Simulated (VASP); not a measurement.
Ta, 1 atom in the cell. Symmetry: Im-3m, No. 229, cubic system. The conventional cell has a = 3.245 Å, b = 3.245 Å, c = 3.245 Å, α = 90.00°, β = 90.00°, γ = 90.00°. Within 3.7 Å of Ta (site symmetry m-3m) lie 14 Ta at 2.81 to 3.24 Å. 

- Program: VASP 6.6.1
- Task: single point
- Functional: PBEsol
- Dispersion: D3(BJ)
- Potentials or basis: VASP PAW PBE potentials, release 64 (Ta_pv)
- Cutoff: 500 eV
- k mesh: 18 × 18 × 18
- Occupations: gaussian, width 0.1 eV
- Spin: no spin polarisation
- Dipole correction: no
- Further INCAR settings: ALGO = Normal; EDIFF = 1e-06; NBANDS = 12

Potentials or basis: VASP PAW PBE potentials, release 64 (Ta_pv).

Launch:

```console
$ cat potpaw_PBE.64/Ta_pv/POTCAR > POTCAR
$ mpirun -np 1 vasp_std > vasp.out
```

Hardware: 1 thread of Intel(R) Xeon(R) 6975P-C (Granite Rapids), with other jobs on the host.

Problem. How long does it take, and how much memory?

Solution. Wall time 10 s on 1 thread of Intel(R) Xeon(R) 6975P-C (Granite Rapids), with other jobs on the host, peak memory 0.15 GiB. Counts: scf iterations 11, k points 195.
